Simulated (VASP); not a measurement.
Input of a VASP 6.6.1 run:

File INCAR:

```
ALGO     = Normal         # electronic algorithm
EDIFF    = 1E-7           # SCF threshold, eV
ENCUT    = 520            # plane-wave cutoff, eV
GGA      = PE             # functional
ISIF     = 2              # what is computed and relaxed
ISMEAR   = 0              # smearing method
LASPH    = T              # aspherical terms in the spheres
LCHARG   = F              # write CHGCAR
LREAL    = F              # projectors in reciprocal space
LWAVE    = F              # write WAVECAR
NBANDS   = 16             # bands
NELM     = 80             # most SCF steps
PREC     = Accurate       # precision mode
SIGMA    = 0.027000000000000003 # smearing width, eV
```

The input KPOINTS:

```
k-points
0
Gamma
  8 8 8
```

The input POSCAR:

```
InP
1.0
    0.0000000000      2.9305000000      2.9305000000
    2.9305000000      0.0000000000      2.9305000000
    2.9305000000      2.9305000000      0.0000000000
In P
1 1
Direct
    0.0000000000      0.0000000000      0.0000000000
    0.7500000000      0.7500000000      0.7500000000
```

Potentials or basis: VASP PAW PBE potentials, release 64 (In_d, P).

The run is started by

```sh
$ cat potpaw_PBE.64/In_d/POTCAR potpaw_PBE.64/P/POTCAR > POTCAR
$ mpirun -np 1 vasp_std > vasp.out
```

Question: Predict the pressure.

Answer: 3.3 GPa.

Question: Predict the band gap on the k mesh.

Answer: 0.71 eV, direct.

Caveat: spin-orbit coupling is left out, which moves the levels of the heavy elements. As with any semilocal functional, this PBE gap is likely too small.
